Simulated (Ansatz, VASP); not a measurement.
# SiC: VASP beside Ansatz

The input INCAR:

```
ALGO = Normal
EDIFF = 1E-6
EDIFFG = -0.01
ENCUT = 600
GGA = RE
IBRION = 2
ISIF = 3
ISMEAR = -1
LASPH = T
LCHARG = F
LREAL = F
LWAVE = F
NELM = 80
NSW = 60
PREC = Accurate
SIGMA = 0.05
```

File KPOINTS:

```
k-points
0
Gamma
  10 10 3
```

Contents of POSCAR:

```
SiC
1.0
    3.0756941497      0.0000000000      0.0000000000
   -1.5378470748      2.6636292679      0.0000000000
    0.0000000000      0.0000000000     10.0706464800
Si C
4 4
Direct
    0.0000000000      0.0000000000      0.1878943800
    0.0000000000      0.0000000000      0.6878943800
    0.3333333333      0.6666666667      0.4378419800
    0.6666666667      0.3333333333      0.9378419800
    0.0000000000      0.0000000000      0.0004600500
    0.0000000000      0.0000000000      0.5004600500
    0.3333333333      0.6666666667      0.2498025900
    0.6666666667      0.3333333333      0.7498025900
```

The input input.yaml:

```yaml
crystal:
  lattice:
    - [3.0756941497, 0.0, 0.0]
    - [-1.5378470748, 2.6636292679, 0.0]
    - [0.0, 0.0, 10.07064648]
  atoms:
    - { symbol: Si, position: [0.0, 0.0, 0.18789438] }
    - { symbol: Si, position: [0.0, 0.0, 0.68789438] }
    - { symbol: Si, position: [0.3333333333, 0.6666666667, 0.43784198] }
    - { symbol: Si, position: [0.6666666667, 0.3333333333, 0.93784198] }
    - { symbol: C, position: [0.0, 0.0, 0.00046005] }
    - { symbol: C, position: [0.0, 0.0, 0.50046005] }
    - { symbol: C, position: [0.3333333333, 0.6666666667, 0.24980259] }
    - { symbol: C, position: [0.6666666667, 0.3333333333, 0.74980259] }
hamiltonian:
  xc: revpbe
  pseudopotentials: { kind: paw }
kpoints:
  mp_grid: { grid: [10, 10, 3] }
scf:
  occupations: { method: fermi_dirac, width: 0.05 }
output:
  forces: true
  stress: true
relax:
  f_tol: 0.01
  max_steps: 40
  cell: { stress_tol: 0.05 }
```

Alike in both runs: task relaxation of cell and atoms; functional revPBE; k mesh 10 × 10 × 3; occupations fermi-dirac, width 0.05 eV; no spin polarisation.

```csv
,VASP,Ansatz
version,VASP 6.6.1,Ansatz 0.2.0
potentials or method,"VASP PAW PBE potentials, release 64 (Si, C)",Ansatz PAW
plane-wave cutoff (eV),600,420
valence electrons in the cell,32,32
```

|  | VASP | Ansatz | Ansatz less VASP |
| --- | --- | --- | --- |
| relaxed volume (Å³/atom) | 10.59 | 10.62 | +0.025 |
| relaxed cell length with the largest relative difference (Å) | 10.159 | 10.167 | +0.0085 |

VASP's potentials were made for PBE, not for revPBE.

Noted on Ansatz's run: odd divisions of the mesh miss points on the zone boundary, where band edges often lie, so the gap on the mesh can be too wide; the plane-wave basis is chosen anew once the cell has moved, so the energies of steps on either side of that aren't comparable.
